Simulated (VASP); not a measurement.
Write the native input for VASP 6.6.1 that does the following.

```
Task                   : single point
Functional             : r2SCAN
Potentials or basis    : VASP PAW PBE potentials, release 64 (Li_sv, F)
Cutoff                 : 520 eV
k mesh                 : 10 × 10 × 10
Occupations            : gaussian, width 0.05 eV
Spin                   : no spin polarisation
Dipole correction      : no
Further INCAR settings : ALGO = Normal; EDIFF = 1e-07; NBANDS = 12
```

The system is LiF.

```xyz
2
Lattice="0.0000 2.0140 1.8529 2.0140 0.0000 1.8529 2.0140 2.0140 0.0000" Properties=species:S:1:pos:R:3 pbc="T T T"
Li    0.0000    0.0000    0.0000
F     2.0140    2.0140    1.8529
```

This cell differs from its parent crystal: strain +0.000 along x and y, -0.080 along z.

The input as run:

POSCAR

```
LiF
1.0
    0.0000000000      2.0140000000      1.8528800000
    2.0140000000      0.0000000000      1.8528800000
    2.0140000000      2.0140000000      0.0000000000
Li F
1 1
Direct
    0.0000000000      0.0000000000      0.0000000000
    0.5000000000      0.5000000000      0.5000000000
```

INCAR.step1

```
PREC = Accurate
ENCUT = 520
ISMEAR = 0
SIGMA = 0.05
LREAL = F
LASPH = T
NELM = 80
NBANDS = 12
GGA = PE
ALGO = Normal
EDIFF = 1E-4
LWAVE = T
LCHARG = F
```

INCAR.step2

```
PREC = Accurate
ENCUT = 520
EDIFF = 1E-7
ISMEAR = 0
SIGMA = 0.05
LREAL = F
LASPH = T
NELM = 80
ALGO = Normal
ISIF = 2
LWAVE = F
LCHARG = T
METAGGA = R2SCAN
LMIXTAU = T
LELF = T
LVHAR = T
NBANDS = 12
ISTART = 1
```

KPOINTS

```
Automatic mesh
0
Gamma
  10 10 10
```

Potentials or basis: VASP PAW PBE potentials, release 64 (Li_sv, F).

Launch:

```bash
$ cat potpaw_PBE.64/Li_sv/POTCAR potpaw_PBE.64/F/POTCAR > POTCAR
$ cp INCAR.step1 INCAR
$ mpirun -np 1 vasp_std > vasp.out
$ cp INCAR.step2 INCAR
$ mpirun -np 1 vasp_std > vasp.out
```

Results of the run:

```json
{
 "Band gap on the k mesh": "10.98 eV"
}
```

Caveat: the cell differs from its parent crystal (strain +0.000 along x and y, -0.080 along z).

Wall time 64 s on 1 thread of Intel(R) Xeon(R) Platinum 8259CL CPU @ 2.50GHz (Skylake/Cascade Lake) (shared host), peak memory 0.13 GiB.
